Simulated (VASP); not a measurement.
Runs of VASP 6.6.1 on Pd. The structure is that of space group Fm-3m (No. 225), or close to it. The cells are those of the table. 

| cell | gap on the mesh (eV) | pressure (GPa) |
| --- | --- | --- |
| a = 2.888 Å, angles 60.0°, 1 atom | none | -13.3 |
| a = 2.718, b = 2.718, c = 2.613 Å, angles 61.3, 61.3, 57.5°, 1 atom | none | (a) |
| a = 2.682 Å, angles 60.0°, 1 atom | none | 26.5 |
| a = 2.716, b = 2.716, c = 2.682 Å, angles 60.4, 60.4, 59.2°, 1 atom | none | 19.4 |
| a = 2.820, b = 2.820, c = 2.751 Å, angles 60.8, 60.8, 58.4°, 1 atom | none | -1.3 |
| a = 2.819 Å, angles 60.0°, 1 atom | none | -5.2 |
| a = 2.785, b = 2.785, c = 2.751 Å, angles 60.4, 60.4, 59.2°, 1 atom | none | (b) |
| a = 2.648, b = 2.648, c = 2.613 Å, angles 60.4, 60.4, 59.1°, 1 atom | none | 44.4 |
| a = 2.716, b = 2.716, c = 2.751 Å, angles 59.6, 59.6, 60.8°, 1 atom | none | 13.0 |
| a = 2.854, b = 2.854, c = 2.888 Å, angles 59.6, 59.6, 60.8°, 1 atom | none | -11.0 |
| a = 2.683, b = 2.683, c = 2.613 Å, angles 60.9, 60.9, 58.3°, 1 atom | none | 35.4 |
| a = 2.787, b = 2.787, c = 2.682 Å, angles 61.2, 61.2, 57.5°, 1 atom | none | 8.1 |

Alike in all rows: task single point; level PBE; potentials or basis VASP PAW PBE potentials, release 64 (Pd); no spin polarisation; k mesh 20 × 20 × 20; cutoff (eV) 520; smearing gaussian 0.15 eV.

Problem. Estimate the missing entries.

Solution. (a) 27.7; (b) 2.7.

A k mesh can miss the band edges, and the runs leave out spin-orbit coupling on Pd.

A gap of «none» marks levels without a gap at the run's occupations.
